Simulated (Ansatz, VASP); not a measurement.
**YInC6N6: VASP beside Ansatz**

```
Y In C N
1.0
     0.00000    5.90284    5.90284
     5.90284    0.00000    5.90284
     5.90284    5.90284    0.00000
Y In C N
1 1 6 6
Cartesian
  0.0000 0.0000 0.0000
  5.9028 5.9028 5.9028
  2.5125 5.9028 5.9028
  5.9028 2.5125 5.9028
  5.9028 5.9028 2.5125
  9.2932 5.9028 5.9028
  5.9028 9.2932 5.9028
  5.9028 5.9028 9.2932
  3.6779 5.9028 5.9028
  5.9028 3.6779 5.9028
  5.9028 5.9028 3.6779
  8.1278 5.9028 5.9028
  5.9028 8.1278 5.9028
  5.9028 5.9028 8.1278
```

Alike in both runs: functional PBE; k mesh 4 × 4 × 4; occupations gaussian, width 0.02 eV; no spin polarisation.

Ansatz relaxed the structure, and its values are those at the end. VASP's run is a single point on that final structure, the one shown.

```csv
,VASP,Ansatz
version,VASP 6.6.1,Ansatz 0.2.0
potentials or method,"VASP PAW PBE potentials, release 64 (Y_sv, In_d, C, N), cutoff 520 eV","scalar-relativistic, plane waves, PAW"
valence electrons in the cell,78,78
```

```csv
,VASP,Ansatz,Ansatz less VASP
gap on the k mesh at the Fermi level (eV),4.56,4.57,+0.011
least direct gap on the mesh (eV),4.62,4.63,+0.010
pressure (GPa),0.3,0.0,-0.31
rms of the force components (eV/Å),0.221,0.002,-0.2182
```

One of these differences is far larger than is usual between the two programs; its cause wasn't traced. With one functional, cell and mesh, what is left measures potentials, basis and numerics.

Noted on VASP's run: the standard files for N, O and F lose accuracy on very short bonds.
